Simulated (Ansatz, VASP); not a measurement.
## One calculation of Mg3I4F2, two programs

```
Mg I F
1.0
     6.77118    0.00000    0.00000
    -3.38559    5.86401    0.00000
     0.00000    0.00000    6.41757
Mg I F
3 4 2
Direct
  0.50000 0.00000 0.50000
  0.00000 0.50000 0.50000
  0.50000 0.50000 0.50000
  0.33333 0.66667 0.00000
  0.66667 0.33333 0.00000
  0.00000 0.00000 0.75167
  0.00000 0.00000 0.24833
  0.33333 0.66667 0.50000
  0.66667 0.33333 0.50000
```

Alike in both runs: functional PBE; k mesh 3 × 3 × 4; occupations gaussian, width 0.1 eV; no spin polarisation.

Ansatz relaxed the structure, and its values are those at the end. VASP's run is a single point on that final structure, the one shown.

|  | VASP | Ansatz |
| --- | --- | --- |
| version | VASP 6.6.1 | Ansatz 0.2.0 |
| potentials or method | VASP PAW PBE potentials, release 64 (Mg, I, F), cutoff 520 eV | scalar-relativistic, plane waves, PAW |
| valence electrons in the cell | 48 | 112 |

```csv
,VASP,Ansatz,Ansatz less VASP
gap on the k mesh at the Fermi level (eV),none,none,-
pressure (GPa),0.0,0.1,+0.13
rms of the force components (eV/Å),0.003,0.005,+0.0017
```

A gap of «none» marks a metal or a gap that the smearing closes. VASP's potentials hold 48 valence electrons a cell and Ansatz's 112, so a difference there can come from the potentials and not from the codes.

Neither program's run includes spin-orbit coupling.
